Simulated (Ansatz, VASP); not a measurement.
**TaN: VASP beside Ansatz**

The input INCAR:

```
ALGO = Normal
EDIFF = 1E-6
ENCUT = 520
GGA = PS
ISIF = 2
ISMEAR = 0
LASPH = T
LCHARG = F
LREAL = F
LWAVE = F
NBANDS = 24
NELM = 100
PREC = Accurate
SIGMA = 0.15
```

KPOINTS

```
k-points
0
Gamma
  15 15 8
```

The input POSCAR:

```
TaN
1.0
    3.4732111662      0.0000000000      0.0000000000
   -1.7366055831      2.1967729401      0.0000000000
    0.0000000000      0.0000000000      6.5055021102
Ta N
2 2
Direct
    0.3333333333      0.6666666667      0.0301041378
    0.6666666667      0.3333333333      0.5301041378
    0.3333333333      0.6666666667      0.3548958622
    0.6666666667      0.3333333333      0.8548958622
```

Input for Ansatz:

```yaml
crystal:
  lattice:
    - [3.4732111662, 0.0, 0.0]
    - [-1.7366055831, 2.1967729401, 0.0]
    - [0.0, 0.0, 6.5055021102]
  atoms:
    - { symbol: Ta, position: [0.3333333333, 0.6666666667, 0.0301041378] }
    - { symbol: Ta, position: [0.6666666667, 0.3333333333, 0.5301041378] }
    - { symbol: "N", position: [0.3333333333, 0.6666666667, 0.3548958622] }
    - { symbol: "N", position: [0.6666666667, 0.3333333333, 0.8548958622] }
basis:
  ecutwfc: 520.0
kpoints:
  mp_grid: { grid: [15, 15, 8] }
hamiltonian:
  xc: pbesol
  pseudopotentials: { kind: paw, azcp: { folder: soft_1 } }
scf:
  occupations: { method: gaussian, width: 0.15 }
output:
  forces: true
  stress: true
  eigenvalues: true
```

Change from the starting cell: strain +e along x and -e along y +0.1500, strain +e along z and -e/2 along x and y +0.0750.

Alike in both runs: task single point; functional PBEsol; k mesh 15 × 15 × 8; occupations gaussian, width 0.15 eV; no spin polarisation.

|  | VASP | Ansatz |
| --- | --- | --- |
| version | VASP 6.6.1 | Ansatz 0.2.0 |
| potentials or method | VASP PAW PBE potentials, release 64 (Ta_pv, N), cutoff 520 eV | scalar-relativistic, plane waves, PAW |
| valence electrons in the cell | 32 | 36 |

|  | VASP | Ansatz | Ansatz less VASP |
| --- | --- | --- | --- |
| gap on the k mesh at the Fermi level (eV) | none | none | - |
| pressure (GPa) | 16.5 | 15.3 | -1.18 |
| traceless stress, the component that is largest in VASP (GPa) | 52.82 | 52.38 | -0.440 |
| rms of the force components (eV/Å) | 2.540 | 2.456 | -0.0835 |

VASP's potentials were made for PBE, not for PBEsol, and Ansatz warns of the same on its side. Atom by atom the forces differ by 0.084 eV/Å (rms over components). A gap of «none» marks a metal or a gap that the smearing closes. VASP's potentials hold 32 valence electrons a cell and Ansatz's 36, so a difference there can come from the potentials and not from the codes.

Neither program's run includes spin-orbit coupling.
